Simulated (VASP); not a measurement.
Al2GaP3: single point with PBE

Crystal: Al2GaP3.

```
CELL_PARAMETERS angstrom
3.89480 0.00000 0.00000
-1.94740 3.37299 0.00000
0.00000 0.00000 9.53767
ATOMIC_POSITIONS crystal
Al 0.00000 0.00000 0.99984
Al 0.66667 0.33333 0.66649
Ga 0.33333 0.66667 0.33346
P 0.66667 0.33333 0.91680
P 0.33333 0.66667 0.58391
P 0.00000 0.00000 0.24950
```

- Program: VASP 6.6.1
- Task: single point
- Functional: PBE
- Potentials or basis: VASP PAW PBE potentials, release 64 (Al, Ga_d, P)
- Cutoff: 520 eV
- k mesh: 6 × 6 × 2
- Occupations: gaussian, width 0.01 eV
- Spin: no spin polarisation
- Dipole correction: no
- Further INCAR settings: ALGO = Normal; EDIFF = 1e-06; NBANDS = 26

```yaml
Pressure: -0.1 GPa
Largest_force: 0.011 eV/Å
Band_gap_on_the_k_mesh: 1.61 eV, indirect (least direct gap 1.98 eV)
```

Forces in eV/Å, atoms in the order of the input:
```
Al   0.000  0.000  0.001
Al   0.000  0.000  0.000
Ga   0.000  0.000  0.002
P    0.000  0.000  0.000
P    0.000  0.000  0.007
P    0.000  0.000 -0.011
```

Stress tensor (GPa, compression positive):
```
-0.01  0.00  0.00
 0.00 -0.01  0.00
 0.00  0.00 -0.14
```

Levels at points of the mesh, in eV from the valence-band top:
```csv
k point,band 15,band 16,band 17,band 18,band 19,band 20
"(0.00, 0.00, 0.00)",-0.03,0.00,0.00,1.98,2.75,2.91
"(0.50, 0.00, 0.00)",-2.08,-1.37,-1.28,1.61,2.17,3.04
"(0.00, 0.00, 0.50)",-0.43,-0.17,-0.17,2.12,3.00,3.31
"(0.50, 0.00, 0.50)",-1.97,-0.89,-0.88,2.07,2.18,2.42
```

It took 32 s on 1 thread of Intel(R) Xeon(R) 6975P-C (Granite Rapids) (shared host), peak memory 0.25 GiB.

A k mesh can miss the band edges. Expect the measured gap to be larger: semilocal functionals such as PBE lack the derivative discontinuity.
